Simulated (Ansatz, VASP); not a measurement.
# Si8N in VASP and in Ansatz

File INCAR:

```
SYSTEM = Si8N
PREC = Accurate
ENCUT = 520
EDIFF = 1E-6
ISMEAR = 0
SIGMA = 0.05
LREAL = Auto
LASPH = .TRUE.
NELM = 80
ALGO = Normal
ISIF = 2
LWAVE = .FALSE.
LCHARG = .FALSE.
LDIPOL = .TRUE.
IDIPOL = 3
DIPOL = 0.5 0.5 0.295
GGA = PE
IVDW = 12
NBANDS = 52
```

The input KPOINTS:

```
Automatic mesh
0
G
  4 4 1
  0 0 0
```

The input POSCAR:

```
Si8N
1.0
    7.6310340417      0.0000000000      0.0000000000
    0.0000000000      6.3129357835      0.0000000000
    0.0000000000      0.0000000000     23.0318711348
Si N
16 2
Direct
    0.0000000000      0.9369021389      0.1736723854
    0.5000000000      0.9369021389      0.1736723854
    0.0000000000      0.5630978611      0.1736723854
    0.5000000000      0.5630978611      0.1736723854
    0.2500000000      0.4369021389      0.2214950258
    0.7500000000      0.4369021389      0.2214950258
    0.2500000000      0.0630978611      0.2214950258
    0.7500000000      0.0630978611      0.2214950258
    0.2500000000      0.9332664455      0.3177235001
    0.7500000000      0.9332664455      0.3177235001
    0.2500000000      0.5667335545      0.3177235001
    0.7500000000      0.5667335545      0.3177235001
    0.0000000000      0.4266292811      0.3574121741
    0.5000000000      0.4266292811      0.3574121741
    0.0000000000      0.0733707189      0.3574121741
    0.5000000000      0.0733707189      0.3574121741
    0.1250000000      0.6766292811      0.4920082727
    0.1250000000      0.6766292811      0.5397681787
```

Input for Ansatz:

```yaml
crystal:
  lattice:
    - [7.6310340417, 0.0, 0.0]
    - [0.0, 6.3129357835, 0.0]
    - [0.0, 0.0, 23.0318711348]
  atoms:
    - { symbol: Si, position: [0.0, 0.9369021389, 0.1736723854] }
    - { symbol: Si, position: [0.5, 0.9369021389, 0.1736723854] }
    - { symbol: Si, position: [0.0, 0.5630978611, 0.1736723854] }
    - { symbol: Si, position: [0.5, 0.5630978611, 0.1736723854] }
    - { symbol: Si, position: [0.25, 0.4369021389, 0.2214950258] }
    - { symbol: Si, position: [0.75, 0.4369021389, 0.2214950258] }
    - { symbol: Si, position: [0.25, 0.0630978611, 0.2214950258] }
    - { symbol: Si, position: [0.75, 0.0630978611, 0.2214950258] }
    - { symbol: Si, position: [0.25, 0.9332664455, 0.3177235001] }
    - { symbol: Si, position: [0.75, 0.9332664455, 0.3177235001] }
    - { symbol: Si, position: [0.25, 0.5667335545, 0.3177235001] }
    - { symbol: Si, position: [0.75, 0.5667335545, 0.3177235001] }
    - { symbol: Si, position: [0.0, 0.4266292811, 0.3574121741] }
    - { symbol: Si, position: [0.5, 0.4266292811, 0.3574121741] }
    - { symbol: Si, position: [0.0, 0.0733707189, 0.3574121741] }
    - { symbol: Si, position: [0.5, 0.0733707189, 0.3574121741] }
    - { symbol: "N", position: [0.125, 0.6766292811, 0.4920082727] }
    - { symbol: "N", position: [0.125, 0.6766292811, 0.5397681787] }
basis:
  ecutwfc: 420
kpoints:
  mp_grid: { grid: [4, 4, 1] }
hamiltonian:
  xc: pbe
  pseudopotentials: { kind: paw, azcp: { folder: soft_1 } }
  dispersion: d3bj
scf:
  occupations: { method: gaussian, width: 0.05 }
output:
  forces: true
  eigenvalues: true
efield:
  axis: 3
  dipole_correction: true
  ramp_width: 0.04
```

Alike in both runs: task single point; functional PBE; dispersion D3(BJ); k mesh 4 × 4 × 1; occupations gaussian, width 0.05 eV; no spin polarisation.

|  | VASP | Ansatz |
| --- | --- | --- |
| version | VASP 6.6.1 | Ansatz 0.2.0 |
| potentials or method | VASP PAW PBE potentials, release 64 (Si, N), cutoff 520 eV | scalar-relativistic, plane waves, PAW |
| valence electrons in the cell | 74 | 74 |

VASP gave:

* gap on the k mesh at the Fermi level (eV): none
* rms of the force components (eV/Å): 0.522

What did Ansatz give for the same quantities?

gap on the k mesh at the Fermi level (eV): none; rms of the force components (eV/Å): 0.325.

Atom by atom the forces differ by 0.346 eV/Å (rms over components). A gap of «none» marks a metal or a gap that the smearing closes. One of these differences is far larger than is usual between the two programs; its cause wasn't traced.

Noted on VASP's run: the standard files for N, O and F lose accuracy on very short bonds.
